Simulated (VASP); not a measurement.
**CdTe: single point with PBEsol+D4**

CdTe:

```xyz
2
Lattice="0.0000 3.2262 3.2262 3.2262 0.0000 3.2262 3.2262 3.2262 0.0000" Properties=species:S:1:pos:R:3 pbc="T T T"
Te    4.8393    4.8393    4.8393
Cd    0.0000    0.0000    0.0000
```

| Quantity | Value |
| --- | --- |
| Program | VASP 6.6.1 |
| Task | single point |
| Functional | PBEsol |
| Dispersion | D4 |
| Potentials or basis | VASP PAW PBE potentials, release 64 (Te, Cd) |
| Cutoff | 520 eV |
| k mesh | 7 × 7 × 7 |
| Occupations | methfessel-paxton, width 0.01 eV |
| Spin | collinear spin |
| Starting moments | [1.0, 0.0] μB |
| Fixed moment | 1 μB |

```json
{"Pressure": "3.1 GPa", "Net moment": "1.00 μB per cell", "Site moments": "Te +0.35; Cd +0.17 μB", "Valence electrons inside the program's atomic spheres": "Te 3.38; Cd 10.37", "Dispersion energy per atom": "-0.217 eV"}
```

Run time: 66 s on 1 thread of Intel Xeon 8259CL, on a shared host, peak memory 0.26 GiB.

Caveat: the cell stands under pressure; the PAW data sets were made with another functional, which shifts forces and pressure a little; the total moment is fixed, so each spin has its own Fermi level and the state may be an excited one.
